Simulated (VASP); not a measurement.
# SrCl2 (Fm-3m) in VASP: further runs

SrCl2 is run at these levels: LDA, PBEsol; tasks: single point.

Program: VASP 6.6.1. These are calculated values, not measurements. Logs are shortened: lines on timing, memory, paths and dates and some standing lists are left out, and cuts for length are marked.

## (1) The cell of the first run

It takes space group Fm-3m (No. 225, cubic). The conventional cell has a = 7.114 Å, b = 7.114 Å, c = 7.114 Å, α = 90.00°, β = 90.00°, γ = 90.00°. Within 4.1 Å of Sr (site symmetry m-3m) lie 8 Cl at 3.08 Å. Within 4.1 Å of Cl (site symmetry -43m) lie 4 Sr at 3.08 Å and 6 Cl at 3.56 Å.

## (2) Single point, LDA (30.00 Å³/atom)

File INCAR:

```
SYSTEM = SrCl2
  ALGO = Normal
  EDIFF = 1E-7
  ENCUT = 520
  ISIF = 2
  ISMEAR = -1
  LASPH = .True.
  LCHARG = .True.
  LELF = .True.
  LREAL = .False.
  LVHAR = .True.
  LWAVE = .False.
  NBANDS = 19
  NELM = 60
  PREC = Accurate
  SIGMA = 0.05
```

File KPOINTS:

```
k-points
0
Gamma
  7 7 7
  0 0 0
```

File POSCAR:

```
SrCl2
1.0
    0.0000000000      3.5567663891      3.5567663891
    3.5567663891      0.0000000000      3.5567663891
    3.5567663891      3.5567663891      0.0000000000
Sr Cl
1 2
Direct
    0.0000000000      0.0000000000      0.0000000000
    0.7500000000      0.7500000000      0.7500000000
    0.2500000000      0.2500000000      0.2500000000
```

Potentials or basis: VASP PAW LDA potentials, release 64 (Sr_sv, Cl).

On the command line:

```sh
$ cat potpaw_LDA.64/Sr_sv/POTCAR potpaw_LDA.64/Cl/POTCAR > POTCAR
$ mpirun -np 1 vasp_std > vasp.out
```

OUTCAR:

```text
SYSTEM = SrCl2
   EDIFF = 1E-7
   ENCUT = 520
   ISIF = 2
   ISMEAR = -1
   LASPH = .True.
   LREAL = .False.
   NELM = 60
   PREC = Accurate

 ion  position               nearest neighbor table
   1  0.000  0.000  0.000-   2 3.08   2 3.08   2 3.08   2 3.08   3 3.08   3 3.08   3 3.08   3 3.08

   2  0.750  0.750  0.750-   1 3.08   1 3.08   1 3.08   1 3.08
   3  0.250  0.250  0.250-   1 3.08   1 3.08   1 3.08   1 3.08

  LATTYP: Found a face centered cubic cell.
 ALAT       =     7.1135327782

  Lattice vectors:

 A1 = (   0.0000000000,   3.5567663891,   3.5567663891)
 A2 = (   3.5567663891,   0.0000000000,   3.5567663891)
 A3 = (   3.5567663891,   3.5567663891,   0.0000000000)

Analysis of symmetry for initial positions (statically):
=====================================================================
 Subroutine PRICEL returns:
 Original cell was already a primitive cell.

 Routine SETGRP: Setting up the symmetry group for a
 face centered cubic supercell.

 Subroutine GETGRP returns: Found 48 space group operations
 (whereof 48 operations were pure point group operations)
 out of a pool of 48 trial point group operations.

The static configuration has the point symmetry O_h .

Analysis of symmetry for dynamics (positions and initial velocities):
=====================================================================
 Subroutine PRICEL returns:
 Original cell was already a primitive cell.

 Routine SETGRP: Setting up the symmetry group for a
 face centered cubic supercell.

 Subroutine GETGRP returns: Found 48 space group operations
 (whereof 48 operations were pure point group operations)
 out of a pool of 48 trial point group operations.

The dynamic configuration has the point symmetry O_h .

 Subroutine INISYM returns: Found 48 space group operations
 (whereof 48 operations are pure point group operations),
 and found     1 'primitive' translations

----------------------------------------------------------------------------------------

                                     Primitive cell

  volume of cell :      89.9904

  direct lattice vectors                    reciprocal lattice vectors
     0.000000000  3.556766389  3.556766389    -0.140577127  0.140577127  0.140577127
     3.556766389  0.000000000  3.556766389     0.140577127 -0.140577127  0.140577127
     3.556766389  3.556766389  0.000000000     0.140577127  0.140577127 -0.140577127

  length of vectors
     5.030027266  5.030027266  5.030027266     0.243486726  0.243486726  0.243486726

[... 76 lines left out ...]
   NELM   =     60;   NELMIN=  2; NELMDL= -5     # of ELM steps
   EDIFF  = 0.1E-06   stopping-criterion for ELM
   LREAL  =      F    real-space projection
   EDIFFG = 0.1E-05   stopping-criterion for IOM
   NSW    =      0    number of steps for IOM
   IBRION =     -1    ionic relax: 0-MD 1-quasi-New 2-CG
   NFREE  =      0    steps in history (QN), initial steepest desc. (CG)
   ISIF   =      2    stress and relaxation
   ISYM   =      2    0-nonsym 1-usesym 2-fastsym
   POTIM  = 0.5000    time-step for ionic-motion
   TEBEG  =    0.0;   TEEND  =   0.0 temperature during run
   PSTRESS=    0.0 pullay stress
   NELECT =      24.0000    total number of electrons
   NUPDOWN=      -1.0000    fix difference up-down
   EMIN   =  10.00;   EMAX   =-10.00  energy-range for DOS
   EFERMI =   0.00;   METHOD = LEGACY
   ISMEAR =    -1;   SIGMA  =   0.05  broadening in eV -4-tet -1-fermi 0-gaus
   EFERMI_NEDOS =   21; number of points for ismear=-14 and -15
   IALGO  =     38    algorithm
   IMIX   =      4    mixing-type and parameters
     AMIX     =   0.40;   BMIX     =  1.00
     AMIX_MAG =   1.60;   BMIX_MAG =  1.00
  volume/ion in A,a.u.               =      30.00       202.43
  Fermi-wavevector in a.u.,A,eV,Ry     =   1.053772  1.991340 15.108385  1.110435
  Thomas-Fermi vector in A             =   2.188906
   LORBIT       =      0    0 simple, 1 ext, 2 COOP (PROOUT), +10 PAW based schemes
   GGA     = CA    functional components
   LHFCALC =     F    Hartree Fock is set to
   AEXX    =    0.0000 exact exchange contribution
   IVDW    =     0    specifies the selected vdW correction
   LEPSILON=     F    determine dielectric tensor
   LRPA    =     F    only Hartree local field effects (RPA)
 non-spin polarized calculation
  energy-cutoff  :      520.00
  volume of cell :       89.99
 maximum number of plane-waves:      2445
 NGX is ok and might be reduce to    40
   NGX = 19   NGY = 19   NGZ = 19

 number of electron      23.9999998 magnetization

 Free energy of the ion-electron system (eV)
  ---------------------------------------------------
  ext. energy  EPLUGINS =         0.00000000
  ---------------------------------------------------
  free energy    TOTEN  =       -13.91396035 eV

  energy without entropy =      -13.91396035  energy(sigma->0) =      -13.91396035

 E-fermi :   0.6163     XC(G=0):  -8.5551

 val. band max:       -0.4453859170   @ k =  -0.4286   0.4286   0.0000
 cond. band min:       4.2593842248   @ k =   0.0000   0.0000   0.0000
 fundamental gap:      4.7047701418
 Fermi energy:         0.6163004303

 k-point     1 :       0.0000    0.0000    0.0000
  band No.  band energies     occupation
      1     -33.2969      2.00000
      2     -15.3718      2.00000
      3     -15.3718      2.00000
      4     -15.3718      2.00000
      5     -13.4740      2.00000
      6     -12.7069      2.00000
[... 417 lines left out ...]
      6     -12.8969      2.00000
[... 11 lines left out ...]
     18       8.2163      0.00000
     19       9.4501      0.00000

------------------------ aborting loop because EDIFF is reached ----------------------------------------

  FORCE on cell =-STRESS in cart. coord.  units (eV):
  Direction    XX          YY          ZZ          XY          YZ          ZX
  --------------------------------------------------------------------------------------
  -------------------------------------------------------------------------------------
  Total       -2.4120201     -2.4120201     -2.4120201     -0.0000000     -0.0000000      0.0000000
  in kB      -42.9433075    -42.9433075    -42.9433075     -0.0000000     -0.0000000      0.0000000
  external PRESSURE =     -42.9433075 kB  Pullay stress =       0.0000000 kB

 VOLUME and BASIS-vectors are now :
 -----------------------------------------------------------------------------
  energy-cutoff  :      520.00
  volume of cell :       89.99
      direct lattice vectors                 reciprocal lattice vectors
     0.000000000  3.556766389  3.556766389    -0.140577127  0.140577127  0.140577127
     3.556766389  0.000000000  3.556766389     0.140577127 -0.140577127  0.140577127
     3.556766389  3.556766389  0.000000000     0.140577127  0.140577127 -0.140577127

 POSITION                                       TOTAL-FORCE (eV/Angst)
 -----------------------------------------------------------------------------------
      0.00000      0.00000      0.00000         0.000000      0.000000     -0.000000
      5.33515      5.33515      5.33515        -0.000000     -0.000000      0.000000
      1.77838      1.77838      1.77838         0.000000      0.000000     -0.000000
 -----------------------------------------------------------------------------------
    total drift:                               -0.000000     -0.000000      0.000000

  FREE ENERGIE OF THE ION-ELECTRON SYSTEM (eV)
  ---------------------------------------------------
  free  energy   TOTEN  =       -13.9139603458 eV

  energy  without entropy=      -13.9139603457  energy(sigma->0) =      -13.91396035
```

stdout:

```text
POSCAR found type information on POSCAR SrCl
 POSCAR found :  2 types and       3 ions
 scaLAPACK will be used
 LDA part: xc-table for (Slater(with rela. corr.)+CA(PZ))
 , standard interpolation
 POSCAR, INCAR and KPOINTS ok, starting setup
 FFT: planning ... GRIDC
 FFT: planning ... GRID_SOFT
 FFT: planning ... GRID
 WAVECAR not read
 entering main loop
```

It took 36 s on 1 thread of Intel Xeon Platinum 8375C at 2.90GHz (Ice Lake), shared host; peak memory 0.2 GiB.

Results:

```yaml
Free_energy: -13.9140 eV
Pressure: -4.3 GPa
Band_gap_on_the_k_mesh: 4.70 eV (least direct gap 5.00 eV)
```

Caveat: the cell stands under tension; an odd mesh through Γ misses points on the zone boundary, where band edges can lie.

## (3) Single point, PBEsol (26.60 Å³/atom)

This run uses another cell than the first one, of 26.60 Å³/atom.

File INCAR:

```
PREC = Accurate ; ENCUT = 520
EDIFF = 1E-6 ; ISMEAR = -1
SIGMA = 0.05 ; LREAL = F
LASPH = T ; NELM = 80
ALGO = Normal ; ISIF = 2
LWAVE = F ; LCHARG = F
GGA = PS ; NBANDS = 19
```

File KPOINTS:

```
Automatic mesh
0
Gamma
  7 7 7
```

File POSCAR:

```
SrCl2
1.0
    0.0000000000      3.4171392023      3.4171392023
    3.4171392023      0.0000000000      3.4171392023
    3.4171392023      3.4171392023      0.0000000000
Sr Cl
1 2
Direct
    0.0000000000      0.0000000000      0.0000000000
    0.7500000000      0.7500000000      0.7500000000
    0.2500000000      0.2500000000      0.2500000000
```

Potentials or basis: VASP PAW PBE potentials, release 64 (Sr_sv, Cl).

On the command line:

```sh
$ cat potpaw_PBE.64/Sr_sv/POTCAR potpaw_PBE.64/Cl/POTCAR > POTCAR
$ mpirun -np 1 vasp_std > vasp.out
```

Run time: 48 s. Hardware: 1 thread of Intel Xeon 8259CL, shared host; peak memory 0.21 GiB.

Results (log left out):

| Item | Value |
| --- | --- |
| Free energy | -13.3288 eV |
| Pressure | 1.5 GPa |
| Band gap on the k mesh | 5.40 eV (least direct gap 5.54 eV) |

Levels at points of the mesh, in eV from the valence-band top:
```
           k point  band 10  band 11  band 12  band 13  band 14  band 15
(0.00, 0.00, 0.00)    -0.33    -0.33    -0.33     5.40     5.97     5.97
```

Caveat: the PAW data sets were made with another functional, which shifts forces and pressure a little; an odd mesh through Γ misses points on the zone boundary, where band edges can lie.

## (4) Single point, PBEsol (27.17 Å³/atom)

This run uses another cell than the first one, of 27.17 Å³/atom.

File INCAR:

```
SYSTEM = SrCl2
  ALGO = Normal
  EDIFF = 1E-6
  ENCUT = 520
  GGA = PS
  ISIF = 2
  ISMEAR = -1
  LASPH = .True.
  LCHARG = .False.
  LREAL = .False.
  LWAVE = .False.
  NBANDS = 19
  NELM = 60
  PREC = Accurate
  SIGMA = 0.05
```

File KPOINTS:

```
k-points
0
Gamma
  7 7 7
  0 0 0
```

File POSCAR:

```
SrCl2
1.0
    0.0000000000      3.4412043558      3.4412043558
    3.4412043558      0.0000000000      3.4412043558
    3.4412043558      3.4412043558      0.0000000000
Sr Cl
1 2
Direct
    0.0000000000      0.0000000000      0.0000000000
    0.7500000000      0.7500000000      0.7500000000
    0.2500000000      0.2500000000      0.2500000000
```

On the command line:

```sh
$ cat potpaw_PBE.64/Sr_sv/POTCAR potpaw_PBE.64/Cl/POTCAR > POTCAR
$ mpirun -np 1 vasp_std > vasp.out
```

Run time: 47 s. Hardware: 1 thread of Intel Xeon 8259CL, shared host; peak memory 0.21 GiB.

The run converged. Its results:

| Quantity | Value |
| --- | --- |
| Free energy | -13.3402 eV |
| Pressure | 0.6 GPa |
| Band gap on the k mesh | 5.32 eV (least direct gap 5.55 eV) |

Levels at points of the mesh, in eV from the valence-band top:
| k point | band 9 | band 10 | band 11 | band 12 | band 13 | band 14 | band 15 | band 16 |
| --- | --- | --- | --- | --- | --- | --- | --- | --- |
| (0.00, 0.00, 0.00) | -2.28 | -0.32 | -0.32 | -0.32 | 5.32 | 5.99 | 5.99 | 8.98 |

Caveat: the PAW data sets were made with another functional, which shifts forces and pressure a little; an odd mesh through Γ misses points on the zone boundary, where band edges can lie.

## (5) The runs side by side

| level | potentials or basis | cell | gap on the mesh (eV) | pressure (GPa) |
| --- | --- | --- | --- | --- |
| LDA | VASP PAW LDA potentials, release 64 (Sr_sv, Cl) | a = 5.030 Å, angles 60.0°, 3 atoms | 4.70 | -4.3 |
| PBEsol | VASP PAW PBE potentials, release 64 (Sr_sv, Cl) | a = 4.833 Å, angles 60.0°, 3 atoms | 5.40 | 1.5 |
| PBEsol | VASP PAW PBE potentials, release 64 (Sr_sv, Cl) | a = 4.867 Å, angles 60.0°, 3 atoms | 5.32 | 0.6 |

Alike in all rows: task single point; no spin polarisation; k mesh 7 × 7 × 7; cutoff (eV) 520; smearing fermi-dirac 0.05 eV.

Caveats: an odd mesh through Γ misses points on the zone boundary, where band edges can lie; the PAW data sets were made with another functional, which shifts forces and pressure a little (at least some runs); the cell stands under tension (at least some runs).

Absolute energies hang on the potentials; compare differences alone.
